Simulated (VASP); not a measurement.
A run of VASP 6.6.1 is set up as follows.

INCAR

```
ALGO     = Normal         # electronic algorithm
EDIFF    = 1E-6           # SCF threshold, eV
ENCUT    = 500            # plane-wave cutoff, eV
GGA      = PE             # functional
GGA_COMPAT= False        
ISIF     = 2              # what is computed and relaxed
ISMEAR   = 0              # smearing method
LASPH    = True           # aspherical terms in the spheres
LCHARG   = False          # write CHGCAR
LMAXMIX  = 6              # l up to which the mixer works
LREAL    = False          # projectors in reciprocal space
LWAVE    = False          # write WAVECAR
NBANDS   = 22             # bands
NELM     = 200            # most SCF steps
PREC     = Accurate       # precision mode
SIGMA    = 0.1            # smearing width, eV
```

KPOINTS

```
k-points
0
Gamma
  6 6 4
```

POSCAR

```
DyGaH4
1.0
    3.5242162221      0.0000000032      0.0000000000
   -1.7621081138      3.0520607751      0.0000000000
    0.0000000000      0.0000000000      5.7414536507
Dy Ga H
1 1 4
Direct
    0.0000000000      0.0000000000      0.5000000000
    0.0000000000      0.0000000000      0.0000000000
    0.3333333333      0.6666666667      0.3038293553
    0.6666666667      0.3333333333      0.3038293553
    0.6666666667      0.3333333333      0.6961706447
    0.3333333333      0.6666666667      0.6961706447
```

Potentials or basis: VASP PAW PBE potentials, release 64 (Dy_3, Ga_d, H), 4f in core.

Command:

```console
$ cat potpaw_PBE.64/Dy_3/POTCAR potpaw_PBE.64/Ga_d/POTCAR potpaw_PBE.64/H/POTCAR > POTCAR
$ mpirun -np 1 vasp_std > vasp.out
```

(1) Predict the pressure.

(2) Estimate the largest force.

(3) Estimate the band gap on the k mesh.

Answers

(1) 0.1 GPa.

(2) 0.005 eV/Å.

(3) zero (bands 13 and 14 overlap by 2.96 eV).

Caveat: spin-orbit coupling is left out, which moves the levels of the heavy elements; the 4f electrons are frozen in the core, so they carry no moment and show no levels.
